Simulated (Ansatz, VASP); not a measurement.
**One calculation of PtSe2, two programs**

```
Pt Se
1.0
     3.72400    0.00000    0.00000
    -1.86200    3.22508    0.00000
     0.00000    0.00000    5.06200
Pt Se
1 2
Direct
  0.00000 0.00000 0.00000
  0.33333 0.66667 0.25000
  0.66667 0.33333 0.75000
```

Alike in both runs: task single point; functional PBE; k mesh 6 × 6 × 4; occupations gaussian, width 0.1 eV; collinear spin.

|  | VASP | Ansatz |
| --- | --- | --- |
| version | VASP 6.6.1 | Ansatz 0.2.0 |
| potentials or method | VASP PAW PBE potentials, release 64 (Pt, Se), cutoff 520 eV | scalar-relativistic, plane waves, PAW |
| valence electrons in the cell | 22 | 50 |

Ansatz gave:

```
gap on the k mesh at the Fermi level (eV)                     : none
pressure (GPa)                                                : 7.3
traceless stress, the component that is largest in VASP (GPa) : -1.26
rms of the force components (eV/Å)                            : 0.270
net moment per atom (μB)                                      : 0.00
```

**Question.** Estimate VASP's values.

**Answer.** gap on the k mesh at the Fermi level (eV): none; pressure (GPa): 7.3; traceless stress, the component that is largest in VASP (GPa): -1.27; rms of the force components (eV/Å): 0.274; net moment per atom (μB): 0.00.

Atom by atom the forces differ by 0.004 eV/Å (rms over components). A gap of «none» marks a metal or a gap that the smearing closes. With one functional, cell and mesh, what is left measures potentials, basis and numerics. VASP's potentials hold 22 valence electrons a cell and Ansatz's 50, so a difference there can come from the potentials and not from the codes. Ansatz's warnings: seeded moment not kept.

Spin-orbit coupling is off throughout.
